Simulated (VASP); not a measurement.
Here is a VASP 6.6.1 calculation.

INCAR

```
  PREC = Accurate
  ENCUT = 520
  EDIFF = 1E-7
  ISMEAR = 0
  SIGMA = 0.02
  LREAL = False
  LASPH = True
  NELM = 60
  ALGO = Normal
  ISIF = 2
  LWAVE = False
  LCHARG = False
  GGA = PE
  NBANDS = 14
```

File KPOINTS:

```
Automatic mesh
0
Gamma
  6 6 6
```

Contents of POSCAR:

```
NaI
1.0
    0.0000000000      3.2969675361      3.2969675361
    3.2969675361      0.0000000000      3.2969675361
    3.2969675361      3.2969675361      0.0000000000
Na I
1 1
Direct
    0.5000000000      0.5000000000      0.5000000000
    0.0000000000      0.0000000000      0.0000000000
```

Potentials or basis: VASP PAW PBE potentials, release 64 (Na_pv, I).

Run with:

```bash
$ cat potpaw_PBE.64/Na_pv/POTCAR potpaw_PBE.64/I/POTCAR > POTCAR
$ mpirun -np 1 vasp_std > vasp.out
```

Q: Predict the pressure.

A: -0.4 GPa.

Q: Estimate the band gap on the k mesh.

A: 3.50 eV, direct.

Caveat: spin-orbit coupling is left out, which moves the levels of the heavy elements.
